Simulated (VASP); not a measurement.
# Cd (P6_3/mmc) in VASP: a series of runs

The runs below take Cd through single point, relaxation of cell and atoms, with PBE.

Everything below comes from runs of VASP 6.6.1. Logs are shortened: lines on timing, memory, paths and dates and some standing lists are left out, and cuts for length are marked.

**1. The cell of the first run**

The structure is hexagonal, space group P6_3/mmc (No. 194). Conventional cell: a = 2.998 Å, b = 2.998 Å, c = 5.935 Å, α = 90.00°, β = 90.00°, γ = 120.00°. Within 3.9 Å of Cd (site symmetry -6m2) lie 12 Cd at 3.00 to 3.44 Å.

**2. Single point, PBE**

The input, INCAR:

```
SYSTEM = Cd
PREC = Accurate ; ENCUT = 520
EDIFF = 1E-6 ; ISMEAR = 0
SIGMA = 0.1 ; LREAL = .False.
LASPH = .True. ; NELM = 100
ALGO = Fast ; ISIF = 2
LWAVE = .False. ; LCHARG = .False.
GGA = PE ; NBANDS = 19
```

The input, KPOINTS:

```
Automatic mesh
0
Gamma
  12 12 6
  0 0 0
```

The input, POSCAR:

```
Cd
1.0
    2.9982019246      0.0000000000      0.0000000000
   -1.4991009623      2.5965190324      0.0000000000
    0.0000000000      0.0000000000      5.9348973756
Cd
2
Direct
    0.3333333333      0.6666666667      0.2500000000
    0.6666666667      0.3333333333      0.7500000000
```

Potentials or basis: VASP PAW PBE potentials, release 64 (Cd).

On the command line:

```sh
$ cat potpaw_PBE.64/Cd/POTCAR > POTCAR
$ mpirun -np 1 vasp_std > vasp.out
```

OUTCAR:

```text
SYSTEM = Cd
   PREC = Accurate
   ENCUT = 520
   EDIFF = 1E-6
   ISMEAR = 0
   LREAL = .False.
   LASPH = .True.
   NELM = 100
   ISIF = 2
   GGA = PE

 ion  position               nearest neighbor table
   1  0.333  0.667  0.250-   2 3.44   2 3.44   2 3.44   2 3.44   2 3.44   2 3.44
   2  0.667  0.333  0.750-   1 3.44   1 3.44   1 3.44   1 3.44   1 3.44   1 3.44

  LATTYP: Found a hexagonal cell.
 ALAT       =     2.9982019246
 C/A-ratio  =     1.9794855466

  Lattice vectors:

 A1 = (   2.9982019246,   0.0000000000,   0.0000000000)
 A2 = (  -1.4991009623,   2.5965190324,   0.0000000000)
 A3 = (   0.0000000000,   0.0000000000,   5.9348973756)

Analysis of symmetry for initial positions (statically):
=====================================================================
 Subroutine PRICEL returns:
 Original cell was already a primitive cell.

 Routine SETGRP: Setting up the symmetry group for a
 hexagonal supercell.

 Subroutine GETGRP returns: Found 24 space group operations
 (whereof 12 operations were pure point group operations)
 out of a pool of 24 trial point group operations.

The static configuration has the point symmetry D_3d.
 The point group associated with its full space group is D_6h.

Analysis of symmetry for dynamics (positions and initial velocities):
=====================================================================
 Subroutine PRICEL returns:
 Original cell was already a primitive cell.

 Routine SETGRP: Setting up the symmetry group for a
 hexagonal supercell.

 Subroutine GETGRP returns: Found 24 space group operations
 (whereof 12 operations were pure point group operations)
 out of a pool of 24 trial point group operations.

The dynamic configuration has the point symmetry D_3d.
 The point group associated with its full space group is D_6h.

 Subroutine INISYM returns: Found 24 space group operations
 (whereof 12 operations are pure point group operations),
 and found     1 'primitive' translations

----------------------------------------------------------------------------------------

                                     Primitive cell

  volume of cell :      46.2025

  direct lattice vectors                    reciprocal lattice vectors
     2.998201925  0.000000000  0.000000000     0.333533239  0.192565505  0.000000000
    -1.499100962  2.596519032  0.000000000     0.000000000  0.385131011  0.000000000
     0.000000000  0.000000000  5.934897376     0.000000000  0.000000000  0.168494910

  length of vectors
     2.998201925  2.998201925  5.934897376     0.385131011  0.385131011  0.168494910

  position of ions in fractional coordinates (direct lattice)
     0.333333333  0.666666667  0.250000000
     0.666666667  0.333333333  0.750000000

  ion indices of the primitive-cell ions
   primitive index   ion index
                 1           1
                 2           2

----------------------------------------------------------------------------------------

 KPOINTS: Automatic mesh

Automatic generation of k-mesh.
 Grid dimensions read from file:
 generate k-points for:   12   12    6

 Generating k-lattice:

  Cartesian coordinates                     Fractional coordinates (reciprocal lattice)
     0.027794437  0.016047125  0.000000000     0.083333333 -0.000000000  0.000000000
     0.000000000  0.032094251  0.000000000     0.000000000  0.083333333  0.000000000
     0.000000000  0.000000000  0.028082485     0.000000000  0.000000000  0.166666667

  Length of vectors
     0.032094251  0.032094251  0.028082485

  Shift w.r.t. Gamma in fractional coordinates (k-lattice)
     0.000000000  0.000000000  0.000000000

 Subroutine IBZKPT returns following result:
 ===========================================

 Found     76 irreducible k-points:

 Following reciprocal coordinates:
            Coordinates               Weight
  0.000000  0.000000  0.000000      1.000000
  0.083333 -0.000000  0.000000      6.000000
  0.166667  0.000000  0.000000      6.000000
  0.250000 -0.000000  0.000000      6.000000
  0.333333 -0.000000  0.000000      6.000000
  0.416667 -0.000000  0.000000      6.000000
[... 16 lines left out ...]
  0.250000 -0.000000  0.166667     12.000000
  0.333333 -0.000000  0.166667     12.000000
 [... further k-points ...]
   k-points           NKPTS =     76   k-points in BZ     NKDIM =     76   number of bands    NBANDS=     19
   number of dos      NEDOS =    301   number of ions     NIONS =      2
   total plane-waves  NPLWV =  27648
   dimension x,y,z NGX =    24 NGY =   24 NGZ =   48
   dimension x,y,z NGXF=    48 NGYF=   48 NGZF=   96
   ions per type =               2
   NGX,Y,Z   is equivalent  to a cutoff of  13.31, 13.31, 13.45 a.u.
   NGXF,Y,Z  is equivalent  to a cutoff of  26.62, 26.62, 26.89 a.u.
 SYSTEM =  Cd
   PREC   = accura    normal or accurate (medium, high low for compatibility)
   ISTART =      0    job   : 0-new  1-cont  2-samecut
   ICHARG =      2    charge: 1-file 2-atom 10-const
   ISPIN  =      1    spin polarized calculation?
   LNONCOLLINEAR =      F non collinear calculations
   LSORBIT =      F    spin-orbit coupling
   LASPH  =      T    aspherical Exc in radial PAW
   ENCUT  =  520.0 eV  38.22 Ry    6.18 a.u.   5.57  5.57 11.03*2*pi/ulx,y,z
   NELM   =    100;   NELMIN=  2; NELMDL= -5     # of ELM steps
   EDIFF  = 0.1E-05   stopping-criterion for ELM
   LREAL  =      F    real-space projection
   EDIFFG = 0.1E-04   stopping-criterion for IOM
   NSW    =      0    number of steps for IOM
   IBRION =     -1    ionic relax: 0-MD 1-quasi-New 2-CG
   NFREE  =      0    steps in history (QN), initial steepest desc. (CG)
   ISIF   =      2    stress and relaxation
   ISYM   =      2    0-nonsym 1-usesym 2-fastsym
   POTIM  = 0.5000    time-step for ionic-motion
   TEBEG  =    0.0;   TEEND  =   0.0 temperature during run
   PSTRESS=    0.0 pullay stress
   NELECT =      24.0000    total number of electrons
   NUPDOWN=      -1.0000    fix difference up-down
   EMIN   =  10.00;   EMAX   =-10.00  energy-range for DOS
   EFERMI =   0.00;   METHOD = LEGACY
   ISMEAR =     0;   SIGMA  =   0.10  broadening in eV -4-tet -1-fermi 0-gaus
   EFERMI_NEDOS =   21; number of points for ismear=-14 and -15
   IALGO  =     68    algorithm
   IMIX   =      4    mixing-type and parameters
     AMIX     =   0.40;   BMIX     =  1.00
     AMIX_MAG =   1.60;   BMIX_MAG =  1.00
  volume/ion in A,a.u.               =      23.10       155.89
  Fermi-wavevector in a.u.,A,eV,Ry     =   1.316002  2.486884 23.563421  1.731863
  Thomas-Fermi vector in A             =   2.446145
   LORBIT       =      0    0 simple, 1 ext, 2 COOP (PROOUT), +10 PAW based schemes
   GGA     = PE    functional components
   LHFCALC =     F    Hartree Fock is set to
   AEXX    =    0.0000 exact exchange contribution
   IVDW    =     0    specifies the selected vdW correction
   LEPSILON=     F    determine dielectric tensor
   LRPA    =     F    only Hartree local field effects (RPA)
 non-spin polarized calculation
 RMM-DIIS sequential band-by-band and
 Gauss-broadening in eV      SIGMA  =   0.10
  energy-cutoff  :      520.00
  volume of cell :       46.20
 maximum number of plane-waves:      1271
 NGX is ok and might be reduce to    24
   NGX = 11   NGY = 11   NGZ = 23

 number of electron      24.0000002 magnetization

 Free energy of the ion-electron system (eV)
  ---------------------------------------------------
  ext. energy  EPLUGINS =         0.00000000
  ---------------------------------------------------
  free energy    TOTEN  =        -1.50376928 eV

  energy without entropy =       -1.50084751  energy(sigma->0) =       -1.50230840

 E-fermi :   2.4529     XC(G=0): -10.6639

 val. band max:        2.4305477493   @ k =   0.1667   0.0833   0.1667
 cond. band min:       2.5947779108   @ k =   0.5000  -0.0000   0.5000
 fundamental gap:      0.1642301615
 Fermi energy:         2.4528583332

 k-point     1 :       0.0000    0.0000    0.0000
  band No.  band energies     occupation
      1      -7.1986      2.00000
      2      -7.0272      2.00000
      3      -6.6360      2.00000
      4      -6.6360      2.00000
      5      -6.6025      2.00000
      6      -6.6025      2.00000
[... 11 lines left out ...]
     18      17.4622      0.00000
     19      18.1779      0.00000

 k-point     2 :       0.0833   -0.0000    0.0000
  band No.  band energies     occupation
      1      -7.1304      2.00000
      2      -6.9661      2.00000
      3      -6.6602      2.00000
      4      -6.6252      2.00000
      5      -6.5750      2.00000
      6      -6.5430      2.00000
[... 11 lines left out ...]
     18      16.7840      0.00000
     19      18.4822      0.00000

 k-point     3 :       0.1667    0.0000    0.0000
  band No.  band energies     occupation
      1      -7.0205      2.00000
      2      -6.8670      2.00000
      3      -6.7082      2.00000
      4      -6.6046      2.00000
      5      -6.4046      2.00000
      6      -6.3769      2.00000
[... 11 lines left out ...]
     18      16.1483      0.00000
     19      16.4058      0.00000

 k-point     4 :       0.2500   -0.0000    0.0000
  band No.  band energies     occupation
      1      -7.0818      2.00000
      2      -6.9298      2.00000
      3      -6.5880      2.00000
      4      -6.5583      2.00000
      5      -6.4169      2.00000
      6      -6.3382      2.00000
[... 407 lines left out ...]
     18      16.3169      0.00000
     19      17.3173      0.00000

 k-point    23 :       0.2500   -0.0000    0.1667
  band No.  band energies     occupation
      1      -7.0716      2.00000
      2      -6.9393      2.00000
      3      -6.6555      2.00000
      4      -6.4969      2.00000
      5      -6.4644      2.00000
      6      -6.2847      2.00000
[... 11 lines left out ...]
     18      15.1268      0.00000
     19      15.8656      0.00000

 k-point    24 :       0.3333   -0.0000    0.1667
  band No.  band energies     occupation
      1      -7.1983      2.00000
      2      -7.0740      2.00000
      3      -6.7975      2.00000
      4      -6.5618      2.00000
      5      -6.3535      2.00000
      6      -6.2668      2.00000
[... 11 lines left out ...]
     18      13.9985      0.00000
     19      15.4377      0.00000

 [... further k-points ...]

------------------------ aborting loop because EDIFF is reached ----------------------------------------

  FORCE on cell =-STRESS in cart. coord.  units (eV):
  Direction    XX          YY          ZZ          XY          YZ          ZX
  --------------------------------------------------------------------------------------
  -------------------------------------------------------------------------------------
  Total        0.1045207      0.1045207      0.0407226      0.0000000      0.0000000      0.0000000
  in kB        3.6244927      3.6244927      1.4121477      0.0000000      0.0000000      0.0000000
  external PRESSURE =       2.8870443 kB  Pullay stress =       0.0000000 kB

 VOLUME and BASIS-vectors are now :
 -----------------------------------------------------------------------------
  energy-cutoff  :      520.00
  volume of cell :       46.20
      direct lattice vectors                 reciprocal lattice vectors
     2.998201925  0.000000000  0.000000000     0.333533239  0.192565505  0.000000000
    -1.499100962  2.596519032  0.000000000     0.000000000  0.385131011  0.000000000
     0.000000000  0.000000000  5.934897376     0.000000000  0.000000000  0.168494910

 POSITION                                       TOTAL-FORCE (eV/Angst)
 -----------------------------------------------------------------------------------
     -0.00000      1.73101      1.48372         0.000000     -0.000000      0.000000
      1.49910      0.86551      4.45117        -0.000000      0.000000      0.000000
 -----------------------------------------------------------------------------------
    total drift:                               -0.000000      0.000000     -0.000000

  FREE ENERGIE OF THE ION-ELECTRON SYSTEM (eV)
  ---------------------------------------------------
  free  energy   TOTEN  =        -1.5037692826 eV

  energy  without entropy=       -1.5008475101  energy(sigma->0) =       -1.50230840
```

Run time: 50 s. Hardware: 1 thread of Intel Xeon 8259CL, shared host; peak memory 0.2 GiB.

Results:

```
Free energy            : -1.5038 eV
Pressure               : 0.3 GPa
Band gap on the k mesh : zero (bands 12 and 13 overlap by 4.13 eV)
```

Levels at points of the mesh, in eV from the Fermi level:
```tsv
k point	band 10	band 11	band 12	band 13	band 14	band 15
(0.00, 0.00, 0.00)	-8.39	-8.34	-3.50	-2.82	9.03	13.16
(0.50, 0.00, 0.00)	-8.08	-1.97	-1.55	1.69	2.71	3.06
(0.00, 0.00, 0.50)	-8.46	-7.02	-7.02	2.89	2.89	14.95
(0.50, 0.00, 0.50)	-8.09	-1.24	-1.24	0.14	0.14	7.38
```

**3. Relaxation of cell and atoms, PBE**

This run uses another cell than the first one, of 21.59 Å³/atom.

The input, INCAR:

```
SYSTEM = Cd
ALGO     = Fast           ! electronic algorithm
EDIFF    = 1E-6           ! SCF threshold, eV
EDIFFG   = -0.02          ! ionic threshold
ENCUT    = 600            ! plane-wave cutoff, eV
GGA      = PE             ! functional
IBRION   = 2              ! ionic algorithm
ISIF     = 3              ! what is computed and relaxed
ISMEAR   = 0              ! smearing method
LASPH    = .True.         ! aspherical terms in the spheres
LCHARG   = .False.        ! write CHGCAR
LREAL    = .False.        ! projectors in reciprocal space
LWAVE    = .False.        ! write WAVECAR
NELM     = 100            ! most SCF steps
NSW      = 90             ! ionic steps
PREC     = Accurate       ! precision mode
SIGMA    = 0.1            ! smearing width, eV
```

The input, KPOINTS:

```
k-points
0
Gamma
  12 12 6
  0 0 0
```

The input, POSCAR:

```
Cd
1.0
    2.9788700000      0.0000000000      0.0000000000
   -1.4894350000      2.5797770946      0.0000000000
    0.0000000000      0.0000000000      5.6176500000
Cd
2
Direct
    0.3333333333      0.6666666667      0.2500000000
    0.6666666667      0.3333333333      0.7500000000
```

Potentials or basis: VASP PAW PBE potentials, release 64 (Cd).

On the command line:

```sh
$ cat potpaw_PBE.64/Cd/POTCAR > POTCAR
$ mpirun -np 1 vasp_std > vasp.out
```

Run time: 3 min. Hardware: 1 thread of Intel Xeon 8259CL, shared host; peak memory 0.21 GiB.

The run converged. Its results:

```
Free energy                           : -1.5014 eV
Relaxed volume                        : 23.20 Å³/atom
Relaxed cell                          : a = 3.006 Å, b = 3.006 Å, c = 5.929 Å, α = 90.00°, β = 90.00°, γ = 120.00°
Space group after relaxing (to 0.1 Å) : P6_3/mmc (No. 194)
Energy gained by relaxing             : 17.8 meV/atom
Ionic steps                           : 6
Pressure after relaxing               : -0.1 GPa
Band gap on the k mesh                : zero (bands 12 and 13 overlap by 4.08 eV)
```

Stress tensor (GPa, compression positive):
```
-0.13  0.00  0.00
 0.00 -0.13  0.00
 0.00  0.00  0.02
```

The path:
```tsv
step	energy change (eV)	largest force (eV/Å)	pressure (GPa)	volume (Å³)
1	0.0000	0.0000	3.20	43.17
2	-0.0282	0.0000	0.06	45.92
3	-0.0283	0.0000	-0.17	46.24
4	-0.0325	0.0000	-0.20	46.30
5	-0.0342	0.0000	0.18	46.45
6	-0.0357	0.0000	-0.08	46.39
```

Final structure:
```cif
data_structure
_symmetry_space_group_name_H-M 'P 1'
_symmetry_Int_Tables_number 1
_cell_length_a 3.0058
_cell_length_b 3.0058
_cell_length_c 5.9291
_cell_angle_alpha 90.000
_cell_angle_beta 90.000
_cell_angle_gamma 120.000
_cell_volume 46.39
loop_
_atom_site_label
_atom_site_type_symbol
_atom_site_fract_x
_atom_site_fract_y
_atom_site_fract_z
_atom_site_occupancy
Cd1 Cd 0.33333 0.66667 0.25000 1
Cd2 Cd 0.66667 0.33333 0.75000 1
```

Levels at points of the mesh, in eV from the Fermi level:
| k point | band 8 | band 9 | band 10 | band 11 | band 12 | band 13 | band 14 | band 15 | band 16 |
| --- | --- | --- | --- | --- | --- | --- | --- | --- | --- |
| (0.00, 0.00, 0.00) | -8.57 | -8.40 | -8.40 | -8.33 | -3.48 | -2.81 | 9.07 | 13.18 | 14.58 |
| (0.50, 0.00, 0.00) | -8.42 | -8.12 | -8.10 | -1.98 | -1.58 | 1.68 | 2.68 | 3.04 | 5.05 |
| (0.00, 0.00, 0.50) | -8.48 | -8.48 | -8.48 | -7.01 | -7.01 | 2.91 | 2.91 | 14.88 | 14.88 |
| (0.50, 0.00, 0.50) | -8.42 | -8.11 | -8.11 | -1.25 | -1.25 | 0.10 | 0.10 | 7.37 | 7.37 |

(Part 1 of 2 ends here.)
